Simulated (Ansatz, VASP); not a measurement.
## C in VASP and in Ansatz

```
C
1.0
     1.22803    0.70900    3.34701
    -1.22803    0.70900    3.34701
     0.00000   -1.41801    3.34701
C
2
Direct
  0.77552 0.86552 0.86552
  0.22448 0.13448 0.13448
```

Change from the starting cell: shortest bond scaled by 0.82, PAW files.

Alike in both runs: task electric field gradients; functional PBE; k mesh 14 × 14 × 14; occupations fermi-dirac, width 0.05 eV; no spin polarisation.

|  | VASP | Ansatz |
| --- | --- | --- |
| version | VASP 6.6.1 | Ansatz 0.2.0 |
| potentials or method | VASP PAW PBE potentials, release 64 (C) | PAW with Ansatz's default frozen-core files, scalar-relativistic |
| plane-wave cutoff (eV) | 520 | 420 |
| valence electrons in the cell | 8 | 8 |

VASP gave:

| Property | Result |
| --- | --- |
| pressure (GPa) | 44.0 |
| traceless stress, the component that is largest in VASP (GPa) | 51.31 |
| rms of the force components (eV/Å) | 11.498 |
| size of Vzz on the site where it differs most (V/Å²) | 31.3 |

Task: Estimate Ansatz's values.

Result: Pressure (GPa): 43.5; traceless stress, the component that is largest in VASP (GPa): 50.43; rms of the force components (eV/Å): 11.396; size of Vzz on the site where it differs most (V/Å²): 21.2.

Atom by atom the forces differ by 0.102 eV/Å (rms over components). Both programs put the cell under a high pressure, so it lies far from rest at this level. The functional is the same, so the differences come from potentials, cutoffs and numerics.
